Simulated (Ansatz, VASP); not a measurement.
**Two plane-wave programs on C**

```
C
1.0
     1.23325   -2.13606    0.00000
     1.23325    2.13606    0.00000
     0.00000    0.00000   12.26641
C
6
Direct
  0.16667 0.83333 0.67114
  0.83333 0.16667 0.67114
  0.83333 0.16667 0.32886
  0.16667 0.83333 0.32886
  0.33332 0.66668 0.00000
  0.66668 0.33332 0.00000
```

Alike in both runs: functional PBE; k mesh 12 × 12 × 2; occupations gaussian, width 0.1 eV; no spin polarisation.

Ansatz relaxed the structure, and its values are those at the end. VASP's run is a single point on that final structure, the one shown.

|  | VASP | Ansatz |
| --- | --- | --- |
| version | VASP 6.6.1 | Ansatz 0.2.0 |
| potentials or method | VASP PAW PBE potentials, release 64 (C), cutoff 600 eV | scalar-relativistic, plane waves, PAW |
| valence electrons in the cell | 24 | 24 |

|  | VASP | Ansatz | Ansatz less VASP |
| --- | --- | --- | --- |
| gap on the k mesh at the Fermi level (eV) | none | none | - |
| pressure (GPa) | 0.1 | 0.1 | -0.01 |

A gap of «none» marks a metal or a gap that the smearing closes.
